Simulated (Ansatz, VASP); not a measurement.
## Two plane-wave programs on AlN

```xyz
4
Lattice="3.3963 0.0000 0.0000 -1.6982 2.9413 0.0000 0.0000 0.0000 4.2923" Properties=species:S:1:pos:R:3 pbc="T T T"
Al    0.0000    1.9609    3.2848
Al    1.6982    0.9804    1.1386
N     0.0000    1.9609    0.9468
N     1.6982    0.9804    3.0929
```

Change from the starting cell: mode 4 frozen in at -0.123 Å, equal normal strain along x, y and z +0.0250.

Alike in both runs: task single point; functional PBE; k mesh 9 × 9 × 6; occupations gaussian, width 0.05 eV; no spin polarisation.

|  | VASP | Ansatz |
| --- | --- | --- |
| version | VASP 6.6.1 | Ansatz 0.2.0 |
| potentials or method | VASP PAW PBE potentials, release 64 (Al, N), cutoff 520 eV | scalar-relativistic, plane waves, PAW |
| valence electrons in the cell | 16 | 16 |

VASP gave:

| Item | Value |
| --- | --- |
| gap on the k mesh at the Fermi level (eV) | 2.86 |
| least direct gap on the mesh (eV) | 2.86 |
| pressure (GPa) | -10.8 |
| traceless stress, the component that is largest in VASP (GPa) | 9.80 |
| rms of the force components (eV/Å) | 0.158 |

**Question.** Estimate Ansatz's values.

**Answer.** gap on the k mesh at the Fermi level (eV): 2.86; least direct gap on the mesh (eV): 2.86; pressure (GPa): -10.7; traceless stress, the component that is largest in VASP (GPa): 9.68; rms of the force components (eV/Å): 0.157.

Atom by atom the forces differ by 0.001 eV/Å (rms over components). The functional is the same, so the differences come from potentials, cutoffs and numerics.
